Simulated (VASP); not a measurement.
A run of VASP 6.6.1:

File INCAR:

```
SYSTEM = CaTa2
  PREC = Accurate
  ENCUT = 520
  EDIFF = 1E-6
  ISMEAR = 0
  SIGMA = 0.1
  LREAL = .FALSE.
  LASPH = .TRUE.
  NELM = 60
  ALGO = Normal
  ISIF = 2
  LWAVE = .FALSE.
  LCHARG = .TRUE.
  GGA = PE
  LELF = .TRUE.
  LVHAR = .TRUE.
  NBANDS = 23
```

The input KPOINTS:

```
regular mesh
0
G
  6 6 4
  0 0 0
```

File POSCAR:

```
CaTa2
1.0
    4.9445295018      0.0000000000      0.0000000000
   -2.4722647509      4.2820881583      0.0000000000
    0.0000000000      0.0000000000      3.0383466014
Ca Ta
1 2
Direct
    0.0000000000      0.0000000000      0.0000000000
    0.3333333333      0.6666666667      0.5000000000
    0.6666666667      0.3333333333      0.5000000000
```

Potentials or basis: VASP PAW PBE potentials, release 64 (Ca_sv, Ta_pv).

Run with:

```console
$ cat potpaw_PBE.64/Ca_sv/POTCAR potpaw_PBE.64/Ta_pv/POTCAR > POTCAR
$ mpirun -np 1 vasp_std > vasp.out
```

Hardware: 1 thread of Intel(R) Xeon(R) Platinum 8259CL CPU @ 2.50GHz (Skylake/Cascade Lake), on a shared host.

Question: How long does it take, and how much memory?

Answer: Wall time 43 s on 1 thread of Intel(R) Xeon(R) Platinum 8259CL CPU @ 2.50GHz (Skylake/Cascade Lake), with other jobs on the host, peak memory 0.2 GiB. Counts: scf iterations 14, k points 21.
